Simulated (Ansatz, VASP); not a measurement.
# One calculation of SiC, two programs

```xyz
4
Lattice="3.0716 0.0000 0.0000 -1.5358 2.6601 0.0000 0.0000 0.0000 5.0410" Properties=species:S:1:pos:R:3 pbc="T T T"
Si    0.0000    1.7734    0.0232
Si    1.5358    0.8867    2.5437
C     0.0000    1.7734    1.9176
C     1.5358    0.8867    4.4381
```

Alike in both runs: task relaxation of the atoms; functional LDA; k mesh 8 × 8 × 4; no spin polarisation.

|  | VASP | Ansatz |
| --- | --- | --- |
| version | VASP 6.6.1 | Ansatz 0.2.0 |
| potentials or method | VASP PAW LDA potentials, release 64 (Si, C), cutoff 520 eV | all-electron LAPW, scalar-relativistic |
| occupations | gaussian, width 0.01 eV | fixed |

Ansatz gave:

* gap on the k mesh at the Fermi level, each at its own relaxed structure (eV): 2.42

Problem. Which values does VASP return?

Solution. gap on the k mesh at the Fermi level, each at its own relaxed structure (eV): 2.40.

LDA's correlation is that of Perdew and Zunger in VASP and of Perdew and Wang (1992) in Ansatz. Ansatz ran all-electron here, and VASP with PAW potentials.
